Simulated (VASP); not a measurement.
Input of a VASP 6.6.1 run:

File INCAR:

```
PREC = Accurate
ENCUT = 520
EDIFF = 1E-6
ISMEAR = 0
SIGMA = 0.1
LREAL = False
LASPH = True
NELM = 150
ALGO = Normal
ISIF = 2
LWAVE = False
LCHARG = True
ISPIN = 2
MAGMOM = 0 1 1 1
LORBIT = 11
GGA = PE
LELF = True
LVHAR = True
NBANDS = 20
```

The input KPOINTS:

```
Automatic mesh
0
Gamma
  6 6 4
```

File POSCAR:

```
SiC3
1.0
    2.5151528712      0.0000000000      0.0000000000
   -1.2575764356      2.1781862809      0.0000000000
    0.0000000000      0.0000000000      5.9080267048
Si C
1 3
Direct
    0.0000000000      0.0000000000      0.0000000000
    0.0000000000      0.0000000000      0.6526860679
    0.0000000000      0.0000000000      0.3473139321
    0.6666666667      0.3333333333      0.5000000000
```

Potentials or basis: VASP PAW PBE potentials, release 64 (Si, C).

Run with:

```console
$ cat potpaw_PBE.64/Si/POTCAR potpaw_PBE.64/C/POTCAR > POTCAR
$ mpirun -np 1 vasp_std > vasp.out
```

Estimate the net moment.

0.00 μB per cell.

What does it give for the largest force?

0.015 eV/Å.

Stress tensor (GPa, compression positive):
```
0.13 0.00 0.00
0.00 0.13 0.00
0.00 0.00 0.28
```

Caveat: the k points lie up to 0.48 Å⁻¹ apart.
